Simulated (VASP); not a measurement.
Write the native input for VASP 6.6.1 that does the following.

```yaml
Task: single point
Functional: PBEsol
Potentials_or_basis: VASP PAW PBE potentials, release 64 (Sc_sv, Pt)
Cutoff: 520 eV
k_mesh: 14 × 14 × 14
Occupations: gaussian, width 0.15 eV
Spin: no spin polarisation
Dipole_correction: no
Further_INCAR_settings: ALGO = Fast; EDIFF = 1e-07; NBANDS = 18
```

The structure of ScPt lies in POSCAR:

```
ScPt
1.0
    3.2700000000      0.0000000000      0.0000000000
    0.0000000000      3.2700000000      0.0000000000
    0.0000000000      0.0000000000      3.2700000000
Sc Pt
1 1
Direct
    0.4847094801      0.5000000000      0.5000000000
    0.0000000000      0.0000000000      0.0000000000
```

This cell differs from its parent crystal: all Sc atoms moved +0.050 Å, as atom 1 towards its neighbour atom 1 (Sc) at 3.270 Å.

These files were run (other wordings do the same):

INCAR

```
SYSTEM = ScPt
  PREC = Accurate
  ENCUT = 520
  EDIFF = 1E-7
  ISMEAR = 0
  SIGMA = 0.15
  LREAL = .FALSE.
  LASPH = .TRUE.
  NELM = 80
  ALGO = Fast
  ISIF = 2
  LWAVE = .FALSE.
  LCHARG = .TRUE.
  GGA = PS
  LELF = .TRUE.
  LVHAR = .TRUE.
  NBANDS = 18
```

KPOINTS

```
Automatic mesh
0
G
  14 14 14
  0 0 0
```

Potentials or basis: VASP PAW PBE potentials, release 64 (Sc_sv, Pt).

Run with:

```console
$ cat potpaw_PBE.64/Sc_sv/POTCAR potpaw_PBE.64/Pt/POTCAR > POTCAR
$ mpirun -np 1 vasp_std > vasp.out
```

It gave:

```yaml
Pressure: -1.1 GPa
Largest_force: 0.180 eV/Å
```

Caveat: the cell differs from its parent crystal (all Sc atoms moved +0.050 Å, as atom 1 towards its neighbour atom 1 (Sc) at 3.270 Å); the PAW data sets were made with another functional, which shifts forces and pressure a little.

It took 67 s on 1 thread of Intel(R) Xeon(R) 6975P-C (Granite Rapids) (shared host), peak memory 0.29 GiB.
